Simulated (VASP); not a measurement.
Au, 5 atoms in the cell. The cell holds a slab with vacuum, 5 atoms: a = 2.888 Å, b = 2.888 Å, c = 24.167 Å, α = 90.00°, β = 90.00°, γ = 90.00°. 

```yaml
Program: VASP 6.6.1
Task: single point
Functional: PBEsol
Potentials_or_basis: VASP PAW PBE potentials, release 64 (Au)
Cutoff: 520 eV
k_mesh: 13 × 13 × 1
Occupations: fermi-dirac, width 0.1 eV
Spin: no spin polarisation
Dipole_correction: yes
Further_INCAR_settings: ALGO = Normal; EDIFF = 1e-06; NBANDS = 36
```

Potentials or basis: VASP PAW PBE potentials, release 64 (Au).

Launch:

```console
$ cat potpaw_PBE.64/Au/POTCAR > POTCAR
$ mpirun -np 1 vasp_std > vasp.out
```

Hardware: 1 thread of Intel(R) Xeon(R) 6975P-C (Granite Rapids) (shared host).

Task: How long does it take, and how much memory?

Result: It took 2 min on 1 thread of Intel(R) Xeon(R) 6975P-C (Granite Rapids) (shared host), peak memory 0.38 GiB. Counts: scf iterations 18, k points 28.
